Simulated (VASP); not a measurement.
AgCl: single point with PBEsol

AgCl:

```
Ag Cl
1.0
     0.00000    2.75454    2.75454
     2.75454    0.00000    2.75454
     2.75454    2.75454    0.00000
Ag Cl
1 1
Direct
  0.50000 0.50000 0.50000
  0.00000 0.00000 0.00000
```

This cell differs from its parent crystal: volume scaled by 0.98.

* Program: VASP 6.6.1
* Task: single point
* Functional: PBEsol
* Potentials or basis: VASP PAW PBE potentials, release 64 (Ag, Cl)
* Cutoff: 520 eV
* k mesh: 9 × 9 × 9
* Occupations: fermi-dirac, width 0.01 eV
* Spin: no spin polarisation
* Dipole correction: no
* Further INCAR settings: ALGO = Normal; EDIFF = 1e-07; NBANDS = 16

- Pressure: -1.8 GPa
- Band gap on the k mesh: 0.77 eV, indirect (least direct gap 3.06 eV)

Levels at points of the mesh, in eV from the valence-band top:
```tsv
k point	band 6	band 7	band 8	band 9	band 10	band 11	band 12	band 13
(0.00, 0.00, 0.00)	-2.47	-2.37	-2.37	-2.37	0.77	10.79	10.79	10.79
```

Wall time 20 s on 1 thread of Intel(R) Xeon(R) Platinum 8259CL CPU @ 2.50GHz (Skylake/Cascade Lake), with other jobs on the host, peak memory 0.18 GiB.

Caveat: the PAW data sets were made with another functional, which shifts forces and pressure a little. A k mesh can miss the band edges.
